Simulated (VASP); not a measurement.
Here is a VASP 6.6.1 calculation.

The input INCAR:

```
SYSTEM = TaN
PREC = Accurate
ENCUT = 520
EDIFF = 1E-7
ISMEAR = 0
SIGMA = 0.1
LREAL = .FALSE.
LASPH = .TRUE.
NELM = 60
ALGO = Normal
ISIF = 2
LWAVE = .FALSE.
LCHARG = .TRUE.
GGA = PS
LELF = .TRUE.
LVHAR = .TRUE.
NBANDS = 33
```

The input KPOINTS:

```
regular mesh
0
G
  12 12 12
  0 0 0
```

Contents of POSCAR:

```
TaN
1.0
    5.3342884949      0.0000000000      0.0000000000
   -2.6671442474      4.6196293477      0.0000000000
    0.0000000000      0.0000000000      2.8573900951
Ta N
3 3
Direct
    0.3333333333      0.6666666667      0.5000000000
    0.6666666667      0.3333333333      0.5000000000
    0.0000000000      0.0000000000      0.0000000000
    0.3897132172      0.0000000000      0.0000000000
    0.6102867828      0.6102867828      0.0000000000
    0.0000000000      0.3897132172      0.0000000000
```

Potentials or basis: VASP PAW PBE potentials, release 64 (Ta_pv, N).

Run with:

```bash
$ cat potpaw_PBE.64/Ta_pv/POTCAR potpaw_PBE.64/N/POTCAR > POTCAR
$ mpirun -np 1 vasp_std > vasp.out
```

Question: What does it give for the band gap on the k mesh?

Answer: Zero (bands 24 and 25 overlap by 2.83 eV).

Question: Predict the pressure.

Answer: -11.9 GPa.

Stress tensor (GPa, compression positive):
```
-18.23   0.00   0.00
  0.00 -18.23   0.00
  0.00   0.00   0.65
```

Caveat: the cell differs from its parent crystal (biaxial strain in the a-b plane: +3.0 %, then relaxed in part); the stress differs along the axes, from -18 to 1 GPa; the PAW data sets were made with another functional, which shifts forces and pressure a little; spin-orbit coupling is left out, which moves the levels of the heavy elements.
